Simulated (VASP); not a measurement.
# Sb2Se3 (Pnma) in VASP: single point with PBE

Aim: the single point of Sb2Se3 with PBE.

All numbers are computed with VASP 6.6.1; they aren't measurements. Logs are shortened: lines on timing, memory, paths and dates and some standing lists are left out, and cuts for length are marked.

## Step 1: The cell of the first run

It takes space group Pnma (No. 62, orthorhombic). Conventional cell: a = 11.680 Å, b = 3.980 Å, c = 11.580 Å, α = 90.00°, β = 90.00°, γ = 90.00°. Sb (site symmetry m) has 7 Se at 2.71 to 3.61 Å within 3.7 Å. Sb (site symmetry m) has 7 Se at 2.63 to 3.44 Å within 3.5 Å. Within 4.0 Å of Se (site symmetry m) lie 4 Sb at 2.71 to 3.61 Å and 9 Se at 3.41 to 3.98 Å. Within 4.0 Å of Se (site symmetry m) lie 5 Sb at 2.71 to 3.44 Å and 8 Se at 3.41 to 3.98 Å. Se (site symmetry m) has 5 Sb at 2.63 to 3.17 Å within 3.5 Å.

## Step 2: Single point, PBE

INCAR reads:

```
PREC     = Accurate       # precision mode
ENCUT    = 520            # plane-wave cutoff, eV
EDIFF    = 1E-7           # SCF threshold, eV
ISMEAR   = -1             # smearing method
SIGMA    = 0.02           # smearing width, eV
LREAL    = Auto         
LASPH    = True           # aspherical terms in the spheres
NELM     = 80             # most SCF steps
ALGO     = Normal         # electronic algorithm
ISIF     = 2              # what is computed and relaxed
LWAVE    = False          # write WAVECAR
LCHARG   = False          # write CHGCAR
GGA      = PE             # functional
NBANDS   = 72             # bands
```

KPOINTS reads:

```
regular mesh
0
Gamma
  3 7 3
```

POSCAR reads:

```
Sb2Se3
1.0
   11.6800000000      0.0000000000      0.0000000000
    0.0000000000      3.9800000000      0.0000000000
    0.0000000000      0.0000000000     11.5800000000
Sb Se
8 12
Direct
    0.0241083472      0.2500000000      0.3280934428
    0.4758916528      0.7500000000      0.8280934428
    0.5241083472      0.2500000000      0.1719065572
    0.9758916528      0.7500000000      0.6719065572
    0.3504110970      0.2500000000      0.5389296000
    0.1495889030      0.7500000000      0.0389296000
    0.8504110970      0.2500000000      0.9610704000
    0.6495889030      0.7500000000      0.4610704000
    0.2158496724      0.2500000000      0.1957149345
    0.2841503276      0.7500000000      0.6957149345
    0.7158496724      0.2500000000      0.3042850655
    0.7841503276      0.7500000000      0.8042850655
    0.8713866267      0.2500000000      0.5534252595
    0.6286133733      0.7500000000      0.0534252595
    0.3713866267      0.2500000000      0.9465747405
    0.1286133733      0.7500000000      0.4465747405
    0.0563267651      0.2500000000      0.8690398475
    0.4436732349      0.7500000000      0.3690398475
    0.5563267651      0.2500000000      0.6309601525
    0.9436732349      0.7500000000      0.1309601525
```

Potentials or basis: VASP PAW PBE potentials, release 64 (Sb, Se).

Started as:

```console
$ cat potpaw_PBE.64/Sb/POTCAR potpaw_PBE.64/Se/POTCAR > POTCAR
$ mpirun -np 1 vasp_std > vasp.out
```

OUTCAR:

```text
PREC = Accurate
   ENCUT = 520
   EDIFF = 1E-7
   ISMEAR = -1
   LREAL = Auto
   LASPH = True
   NELM = 80
   ISIF = 2
   GGA = PE

 ion  position               nearest neighbor table
   1  0.024  0.250  0.328-  16 2.71  16 2.71   9 2.71  13 3.16  20 3.17  20 3.17
   2  0.476  0.750  0.828-  15 2.71  15 2.71  10 2.71  14 3.16  19 3.17  19 3.17
   3  0.524  0.250  0.172-  14 2.71  14 2.71  11 2.71  15 3.16  18 3.17  18 3.17
   4  0.976  0.750  0.672-  13 2.71  13 2.71  12 2.71  16 3.16  17 3.17  17 3.17
   5  0.350  0.250  0.539-  19 2.63  10 2.80  10 2.80  18 3.00  18 3.00
   6  0.150  0.750  0.039-  20 2.63   9 2.80   9 2.80  17 3.00  17 3.00
   7  0.850  0.250  0.961-  17 2.63  12 2.80  12 2.80  20 3.00  20 3.00
   8  0.650  0.750  0.461-  18 2.63  11 2.80  11 2.80  19 3.00  19 3.00
   9  0.216  0.250  0.196-   1 2.71   6 2.80   6 2.80
  10  0.284  0.750  0.696-   2 2.71   5 2.80   5 2.80
  11  0.716  0.250  0.304-   3 2.71   8 2.80   8 2.80
  12  0.784  0.750  0.804-   4 2.71   7 2.80   7 2.80
  13  0.871  0.250  0.553-   4 2.71   4 2.71   1 3.16
  14  0.629  0.750  0.053-   3 2.71   3 2.71   2 3.16
  15  0.371  0.250  0.947-   2 2.71   2 2.71   3 3.16
  16  0.129  0.750  0.447-   1 2.71   1 2.71   4 3.16
  17  0.056  0.250  0.869-   7 2.63   6 3.00   6 3.00   4 3.17   4 3.17
  18  0.444  0.750  0.369-   8 2.63   5 3.00   5 3.00   3 3.17   3 3.17
  19  0.556  0.250  0.631-   5 2.63   8 3.00   8 3.00   2 3.17   2 3.17
  20  0.944  0.750  0.131-   6 2.63   7 3.00   7 3.00   1 3.17   1 3.17

  LATTYP: Found a simple orthorhombic cell.
 ALAT       =     3.9800000000
 B/A-ratio  =     2.9095477387
 C/A-ratio  =     2.9346733668

  Lattice vectors:

 A1 = (   0.0000000000,   3.9800000000,   0.0000000000)
 A2 = (   0.0000000000,   0.0000000000,  11.5800000000)
 A3 = (  11.6800000000,   0.0000000000,   0.0000000000)

Analysis of symmetry for initial positions (statically):
=====================================================================
 Subroutine PRICEL returns:
 Original cell was already a primitive cell.

 Routine SETGRP: Setting up the symmetry group for a
 simple orthorhombic supercell.

 Subroutine GETGRP returns: Found  8 space group operations
 (whereof  2 operations were pure point group operations)
 out of a pool of  8 trial point group operations.

The static configuration has the point symmetry S_2 .
 The point group associated with its full space group is D_2h.

Analysis of symmetry for dynamics (positions and initial velocities):
=====================================================================
 Subroutine PRICEL returns:
 Original cell was already a primitive cell.

 Routine SETGRP: Setting up the symmetry group for a
 simple orthorhombic supercell.

 Subroutine GETGRP returns: Found  8 space group operations
 (whereof  2 operations were pure point group operations)
 out of a pool of  8 trial point group operations.

The dynamic configuration has the point symmetry S_2 .
 The point group associated with its full space group is D_2h.

 Subroutine INISYM returns: Found  8 space group operations
 (whereof  2 operations are pure point group operations),
 and found     1 'primitive' translations

----------------------------------------------------------------------------------------

                                     Primitive cell

  volume of cell :     538.3125

  direct lattice vectors                    reciprocal lattice vectors
    11.680000000  0.000000000  0.000000000     0.085616438  0.000000000  0.000000000
     0.000000000  3.980000000  0.000000000     0.000000000  0.251256281  0.000000000
     0.000000000  0.000000000 11.580000000     0.000000000  0.000000000  0.086355786

  length of vectors
    11.680000000  3.980000000 11.580000000     0.085616438  0.251256281  0.086355786

  position of ions in fractional coordinates (direct lattice)
     0.024108347  0.250000000  0.328093443
     0.475891653  0.750000000  0.828093443
     0.524108347  0.250000000  0.171906557
     0.975891653  0.750000000  0.671906557
     0.350411097  0.250000000  0.538929600
     0.149588903  0.750000000  0.038929600
[... 12 lines left out ...]
     0.556326765  0.250000000  0.630960153
     0.943673235  0.750000000  0.130960153

  ion indices of the primitive-cell ions
   primitive index   ion index
                 1           1
                 2           2
                 3           3
                 4           4
                 5           5
                 6           6
[... 12 lines left out ...]
                19          19
                20          20

----------------------------------------------------------------------------------------

 KPOINTS: regular mesh

Automatic generation of k-mesh.
 Grid dimensions read from file:
 generate k-points for:    3    7    3

 Generating k-lattice:

  Cartesian coordinates                     Fractional coordinates (reciprocal lattice)
     0.028538813  0.000000000  0.000000000     0.333333333  0.000000000  0.000000000
     0.000000000  0.035893754  0.000000000     0.000000000  0.142857143  0.000000000
     0.000000000  0.000000000  0.028785262     0.000000000  0.000000000  0.333333333

  Length of vectors
     0.028538813  0.035893754  0.028785262

  Shift w.r.t. Gamma in fractional coordinates (k-lattice)
     0.000000000  0.000000000  0.000000000

 Subroutine IBZKPT returns following result:
 ===========================================

 Found     16 irreducible k-points:

 Following reciprocal coordinates:
            Coordinates               Weight
  0.000000  0.000000  0.000000      1.000000
  0.333333  0.000000  0.000000      2.000000
  0.000000  0.142857  0.000000      2.000000
  0.333333  0.142857  0.000000      4.000000
  0.000000  0.285714  0.000000      2.000000
  0.333333  0.285714  0.000000      4.000000
[... 8 lines left out ...]
  0.000000  0.428571  0.333333      4.000000
  0.333333  0.428571  0.333333      8.000000
   k-points           NKPTS =     16   k-points in BZ     NKDIM =     16   number of bands    NBANDS=     72
   number of dos      NEDOS =    301   number of ions     NIONS =     20
   total plane-waves  NPLWV = 243000
   dimension x,y,z NGX =    90 NGY =   30 NGZ =   90
   dimension x,y,z NGXF=   180 NGYF=   60 NGZF=  180
   ions per type =               8  12
   NGX,Y,Z   is equivalent  to a cutoff of  12.81, 12.53, 12.92 a.u.
   NGXF,Y,Z  is equivalent  to a cutoff of  25.62, 25.06, 25.84 a.u.
 SYSTEM =  unknown system
   PREC   = accura    normal or accurate (medium, high low for compatibility)
   ISTART =      0    job   : 0-new  1-cont  2-samecut
   ICHARG =      2    charge: 1-file 2-atom 10-const
   ISPIN  =      1    spin polarized calculation?
   LNONCOLLINEAR =      F non collinear calculations
   LSORBIT =      F    spin-orbit coupling
   LASPH  =      T    aspherical Exc in radial PAW
   ENCUT  =  520.0 eV  38.22 Ry    6.18 a.u.  21.72  7.40 21.53*2*pi/ulx,y,z
   NELM   =     80;   NELMIN=  2; NELMDL= -5     # of ELM steps
   EDIFF  = 0.1E-06   stopping-criterion for ELM
   LREAL  =      T    real-space projection
   EDIFFG = 0.1E-05   stopping-criterion for IOM
   NSW    =      0    number of steps for IOM
   IBRION =     -1    ionic relax: 0-MD 1-quasi-New 2-CG
   NFREE  =      0    steps in history (QN), initial steepest desc. (CG)
   ISIF   =      2    stress and relaxation
   ISYM   =      2    0-nonsym 1-usesym 2-fastsym
   POTIM  = 0.5000    time-step for ionic-motion
   TEBEG  =    0.0;   TEEND  =   0.0 temperature during run
   PSTRESS=    0.0 pullay stress
   NELECT =     112.0000    total number of electrons
   NUPDOWN=      -1.0000    fix difference up-down
   EMIN   =  10.00;   EMAX   =-10.00  energy-range for DOS
   EFERMI =   0.00;   METHOD = LEGACY
   ISMEAR =    -1;   SIGMA  =   0.02  broadening in eV -4-tet -1-fermi 0-gaus
   EFERMI_NEDOS =   21; number of points for ismear=-14 and -15
   IALGO  =     38    algorithm
   IMIX   =      4    mixing-type and parameters
     AMIX     =   0.40;   BMIX     =  1.00
     AMIX_MAG =   1.60;   BMIX_MAG =  1.00
  volume/ion in A,a.u.               =      26.92       181.64
  Fermi-wavevector in a.u.,A,eV,Ry     =   0.970069  1.833165 12.803546  0.941034
  Thomas-Fermi vector in A             =   2.100174
   LORBIT       =      0    0 simple, 1 ext, 2 COOP (PROOUT), +10 PAW based schemes
   GGA     = PE    functional components
   LHFCALC =     F    Hartree Fock is set to
   AEXX    =    0.0000 exact exchange contribution
   IVDW    =     0    specifies the selected vdW correction
   LEPSILON=     F    determine dielectric tensor
   LRPA    =     F    only Hartree local field effects (RPA)
 non-spin polarized calculation
  energy-cutoff  :      520.00
  volume of cell :      538.31
 maximum number of plane-waves:     14535
 NGX is ok and might be reduce to    90
   NGX = 43   NGY = 15   NGZ = 43

 number of electron     111.9999988 magnetization

 Free energy of the ion-electron system (eV)
  ---------------------------------------------------
  ext. energy  EPLUGINS =         0.00000000
  ---------------------------------------------------
  free energy    TOTEN  =       -80.11036694 eV

  energy without entropy =      -80.11036694  energy(sigma->0) =      -80.11036694

 E-fermi :   5.1877     XC(G=0):  -9.4034

 val. band max:        4.7289370365   @ k =   0.3333   0.0000   0.0000
 cond. band min:       5.6434233464   @ k =   0.0000   0.0000   0.3333
 fundamental gap:      0.9144863099
 Fermi energy:         5.1876628931

 k-point     1 :       0.0000    0.0000    0.0000
  band No.  band energies     occupation
      1      -9.4455      2.00000
      2      -9.0724      2.00000
      3      -8.8031      2.00000
      4      -8.7001      2.00000
      5      -8.6699      2.00000
      6      -8.3827      2.00000
[... 60 lines left out ...]
     67       7.2332      0.00000
     68       7.3441      0.00000
[... 1063 lines left out ...]
     67       7.6410      0.00000
     68       7.7269      0.00000
 [bands above 68 left out]

------------------------ aborting loop because EDIFF is reached ----------------------------------------

  FORCE on cell =-STRESS in cart. coord.  units (eV):
  Direction    XX          YY          ZZ          XY          YZ          ZX
  --------------------------------------------------------------------------------------
  -------------------------------------------------------------------------------------
  Total        7.5877936      7.1522923      5.1135991      0.0000000      0.0000000      0.0000000
  in kB       22.5835190     21.2873383     15.2195842      0.0000000      0.0000000      0.0000000
  external PRESSURE =      19.6968138 kB  Pullay stress =       0.0000000 kB

 VOLUME and BASIS-vectors are now :
 -----------------------------------------------------------------------------
  energy-cutoff  :      520.00
  volume of cell :      538.31
      direct lattice vectors                 reciprocal lattice vectors
    11.680000000  0.000000000  0.000000000     0.085616438  0.000000000  0.000000000
     0.000000000  3.980000000  0.000000000     0.000000000  0.251256281  0.000000000
     0.000000000  0.000000000 11.580000000     0.000000000  0.000000000  0.086355786

 POSITION                                       TOTAL-FORCE (eV/Angst)
 -----------------------------------------------------------------------------------
      0.28159      0.99500      3.79932        -0.034421      0.000000     -0.024375
      5.55841      2.98500      9.58932         0.034421     -0.000000     -0.024375
      6.12159      0.99500      1.99068        -0.034421     -0.000000      0.024375
     11.39841      2.98500      7.78068         0.034421      0.000000      0.024375
      4.09280      0.99500      6.24080        -0.027093      0.000000     -0.020543
      1.74720      2.98500      0.45080         0.027093      0.000000     -0.020543
[... 12 lines left out ...]
      6.49790      0.99500      7.30652         0.000663     -0.000000      0.024977
     11.02210      2.98500      1.51652        -0.000663      0.000000      0.024977
 -----------------------------------------------------------------------------------
    total drift:                                0.000000     -0.000000     -0.000000

  FREE ENERGIE OF THE ION-ELECTRON SYSTEM (eV)
  ---------------------------------------------------
  free  energy   TOTEN  =       -80.1103669366 eV

  energy  without entropy=      -80.1103669366  energy(sigma->0) =      -80.11036694
```

Run time: 21 min. Hardware: 1 thread of Intel Xeon 8259CL, shared host; peak memory 0.75 GiB.

Results:

- Free energy: -80.1104 eV
- Pressure: 2.0 GPa
- Largest force: 0.042 eV/Å
- Band gap on the k mesh: 0.91 eV (least direct gap 0.99 eV)

Forces in eV/Å, atoms in the order of the input:
```
Sb  -0.034  0.000 -0.024
Sb   0.034  0.000 -0.024
Sb  -0.034  0.000  0.024
Sb   0.034  0.000  0.024
Sb  -0.027  0.000 -0.021
Sb   0.027  0.000 -0.021
Sb  -0.027  0.000  0.021
Sb   0.027  0.000  0.021
Se   0.002  0.000  0.022
Se  -0.002  0.000  0.022
Se   0.002  0.000 -0.022
Se  -0.002  0.000 -0.022
Se  -0.020  0.000 -0.014
Se   0.020  0.000 -0.014
Se  -0.020  0.000  0.014
Se   0.020  0.000  0.014
Se   0.001  0.000 -0.025
Se  -0.001  0.000 -0.025
Se   0.001  0.000  0.025
Se  -0.001  0.000  0.025
```

Stress tensor (GPa, compression positive):
```
2.26 0.00 0.00
0.00 2.13 0.00
0.00 0.00 1.52
```

Caveat: spin-orbit coupling is left out, which moves the levels of the heavy elements.
